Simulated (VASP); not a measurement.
Write the native input for VASP 6.6.1 that does the following.

- Task: single point
- Functional: r2SCAN
- Potentials or basis: VASP PAW PBE potentials, release 64 (Te)
- Cutoff: 520 eV
- k mesh: 6 × 6 × 4
- Occupations: gaussian, width 0.01 eV
- Spin: no spin polarisation
- Dipole correction: no
- Further INCAR settings: ALGO = Normal; EDIFF = 1e-06; NBANDS = 16

Te:

```
Te
1.0
     4.38732    0.00000    0.00000
    -2.19366    3.79953    0.00000
     0.00000    0.00000    5.94100
Te
3
Cartesian
  1.1857 0.0000 1.9803
  -0.5929 1.0269 3.9607
  1.6008 2.7726 0.0000
```

The input as run:

POSCAR

```
Te
1.0
    4.3873200494      0.0000000000      0.0000000000
   -2.1936600247      3.7995306174      0.0000000000
    0.0000000000      0.0000000000      5.9409991159
Te
3
Direct
    0.2702667616      0.0000000000      0.3333333333
    0.0000000000      0.2702667616      0.6666666667
    0.7297332384      0.7297332384      0.0000000000
```

INCAR.step1

```
SYSTEM = Te
PREC = Accurate ; ENCUT = 520
ISMEAR = 0 ; SIGMA = 0.01
LREAL = .FALSE. ; LASPH = .TRUE.
NELM = 80 ; NBANDS = 16
GGA = PE ; ALGO = Normal
EDIFF = 1E-4 ; LWAVE = .TRUE.
LCHARG = .FALSE.
```

INCAR.step2

```
SYSTEM = Te
PREC = Accurate ; ENCUT = 520
EDIFF = 1E-6 ; ISMEAR = 0
SIGMA = 0.01 ; LREAL = .FALSE.
LASPH = .TRUE. ; NELM = 80
ALGO = Normal ; ISIF = 2
LWAVE = .FALSE. ; LCHARG = .TRUE.
METAGGA = R2SCAN ; LMIXTAU = .TRUE.
LELF = .TRUE. ; LVHAR = .TRUE.
NBANDS = 16 ; ISTART = 1
```

KPOINTS

```
regular mesh
0
G
  6 6 4
  0 0 0
```

Potentials or basis: VASP PAW PBE potentials, release 64 (Te).

Launch:

```sh
$ cat potpaw_PBE.64/Te/POTCAR > POTCAR
$ cp INCAR.step1 INCAR
$ mpirun -np 1 vasp_std > vasp.out
$ cp INCAR.step2 INCAR
$ mpirun -np 1 vasp_std > vasp.out
```

It gave:

```
Pressure               : 2.0 GPa
Largest force          : 0.028 eV/Å
Band gap on the k mesh : 0.24 eV, direct
```

Caveat: the PAW data sets were made with another functional, which shifts forces and pressure a little; spin-orbit coupling is left out, which moves the levels of the heavy elements.

Run time: 86 s on 1 thread of Intel(R) Xeon(R) Platinum 8488C (Sapphire Rapids) (shared host), peak memory 0.26 GiB.
